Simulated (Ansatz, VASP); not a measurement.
## Two plane-wave programs on CoSi2

Contents of INCAR:

```
SYSTEM = CoSi2
  PREC = Accurate
  ENCUT = 520
  EDIFF = 1E-6
  ISMEAR = 0
  SIGMA = 0.1
  LREAL = .FALSE.
  LASPH = .TRUE.
  NELM = 80
  ALGO = Normal
  ISIF = 2
  LWAVE = .FALSE.
  LCHARG = .TRUE.
  LDIPOL = .TRUE.
  IDIPOL = 3
  DIPOL = 0.5 0.5 0.500
  GGA = PS
  LELF = .TRUE.
  LVHAR = .TRUE.
  LVACPOTAV = .TRUE.
  NBANDS = 46
```

The input KPOINTS:

```
Automatic mesh
0
G
  9 9 1
  0 0 0
```

POSCAR

```
CoSi2
1.0
    3.7565103795      0.0000000000      0.0000000000
   -1.8782551897      3.2532334182      0.0000000000
    0.0000000000      0.0000000000     25.7351225838
Si Co
8 4
Direct
    0.0000000000      0.0000000000      0.2914305139
    0.3333333333      0.6666666667      0.3510217956
    0.6666666667      0.3333333333      0.4106130774
    0.0000000000      0.0000000000      0.4702043591
    0.3333333333      0.6666666667      0.5297956409
    0.6666666667      0.3333333333      0.5893869226
    0.0000000000      0.0000000000      0.6489782044
    0.3333333333      0.6666666667      0.7085694861
    0.6666666667      0.3333333333      0.3212261548
    0.3333333333      0.6666666667      0.4404087183
    0.0000000000      0.0000000000      0.5595912817
    0.6666666667      0.3333333333      0.6787738452
```

Input for Ansatz:

```yaml
crystal:
  lattice:
    - [3.7565103795, 0.0, 0.0]
    - [-1.8782551897, 3.2532334182, 0.0]
    - [0.0, 0.0, 25.7351225838]
  atoms:
    - { symbol: Si, position: [0.0, 0.0, 0.2914305139] }
    - { symbol: Co, position: [0.6666666667, 0.3333333333, 0.3212261548] }
    - { symbol: Si, position: [0.3333333333, 0.6666666667, 0.3510217956] }
    - { symbol: Si, position: [0.6666666667, 0.3333333333, 0.4106130774] }
    - { symbol: Co, position: [0.3333333333, 0.6666666667, 0.4404087183] }
    - { symbol: Si, position: [0.0, 0.0, 0.4702043591] }
    - { symbol: Si, position: [0.3333333333, 0.6666666667, 0.5297956409] }
    - { symbol: Co, position: [0.0, 0.0, 0.5595912817] }
    - { symbol: Si, position: [0.6666666667, 0.3333333333, 0.5893869226] }
    - { symbol: Si, position: [0.0, 0.0, 0.6489782044] }
    - { symbol: Co, position: [0.6666666667, 0.3333333333, 0.6787738452] }
    - { symbol: Si, position: [0.3333333333, 0.6666666667, 0.7085694861] }
basis:
  ecutwfc: 420
kpoints:
  mp_grid: { grid: [9, 9, 1] }
hamiltonian:
  xc: pbesol
scf:
  occupations: { method: gaussian, width: 0.1 }
output:
  forces: true
  stress: true
  eigenvalues: true
efield:
  axis: 3
  dipole_correction: true
  ramp_width: 0.04
```

Alike in both runs: task single point; functional PBEsol; k mesh 9 × 9 × 1; occupations gaussian, width 0.1 eV; no spin polarisation.

|  | VASP | Ansatz |
| --- | --- | --- |
| version | VASP 6.6.1 | Ansatz 0.2.0 |
| potentials or method | VASP PAW PBE potentials, release 64 (Si, Co), cutoff 520 eV | scalar-relativistic, plane waves, PAW |
| valence electrons in the cell | 68 | 100 |

```csv
,VASP,Ansatz,Ansatz less VASP
gap on the k mesh at the Fermi level (eV),none,none,-
rms of the force components (eV/Å),0.196,0.198,+0.0019
"work function, face that differs most (eV)",4.98,4.97,-0.004
```

VASP's potentials were made for PBE, not for PBEsol. A gap of «none» marks a metal or a gap that the smearing closes. The functional is the same, so the differences come from potentials, cutoffs and numerics. VASP's potentials hold 68 valence electrons a cell and Ansatz's 100, so a difference there can come from the potentials and not from the codes.
